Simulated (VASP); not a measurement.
PtSe2, 3 atoms in the cell. It takes space group P-3m1 (No. 164, trigonal). Conventional cell: a = 3.724 Å, b = 3.724 Å, c = 5.062 Å, α = 90.00°, β = 90.00°, γ = 120.00°. Within 3.3 Å of Pt (site symmetry -3m) lie 6 Se at 2.49 Å. Within 3.4 Å of Se (site symmetry 3m) lie 3 Pt at 2.49 Å and 6 Se at 3.32 Å. 

* Program: VASP 6.6.1
* Task: single point
* Functional: PBE
* Potentials or basis: VASP PAW PBE potentials, release 64 (Pt, Se)
* Cutoff: 500 eV
* k mesh: 9 × 9 × 6
* Occupations: methfessel-paxton, width 0.25 eV
* Spin: no spin polarisation
* Dipole correction: no
* Further INCAR settings: ALGO = Normal; EDIFF = 1e-06; NBANDS = 18

Potentials or basis: VASP PAW PBE potentials, release 64 (Pt, Se).

The run is started by

```bash
$ cat potpaw_PBE.64/Pt/POTCAR potpaw_PBE.64/Se/POTCAR > POTCAR
$ mpirun -np 1 vasp_std > vasp.out
```

Hardware: 1 thread of AMD EPYC 7R43 64-Core Processor (Zen 3), with other jobs on the host.

Question: How long does it take, and how much memory?

Answer: Wall time 54 s on 1 thread of AMD EPYC 7R43 64-Core Processor (Zen 3) (shared host), peak memory 0.18 GiB. Counts: scf iterations 13, k points 62.
